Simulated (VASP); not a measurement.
Runs of VASP 6.6.1 on YbOs. The structure is that of space group Pm-3m (No. 221), or close to it. The cells are those of the table. 

```csv
cell,gap on the mesh (eV),pressure (GPa)
"a = 3.350 Å, 2 atoms",none,-3.8
"a = 3.328 Å, 2 atoms",none,(b)
"a = 3.404 Å, 2 atoms",none,-7.5
"a = 3.283 Å, 2 atoms",none,7.0
"a = 3.305 Å, 2 atoms",none,(a)
```

Alike in all rows: task single point; level r2SCAN; potentials or basis VASP PAW PBE potentials, release 64 (Yb, Os); no spin polarisation; k mesh 10 × 10 × 10; cutoff (eV) 520; smearing gaussian 0.05 eV.

Fill in the values left out.

(a) 3.6; (b) 0.5.

Caveats: the PAW data sets were made with another functional, which shifts forces and pressure a little; spin-orbit coupling is left out, which moves the levels of the heavy elements; without U or exact exchange the open f shell lies at the Fermi level, which spoils levels, moments and volumes.

A k mesh can miss the band edges, and the runs leave out spin-orbit coupling on Os, Yb.

A gap of «none» marks levels without a gap at the run's occupations.
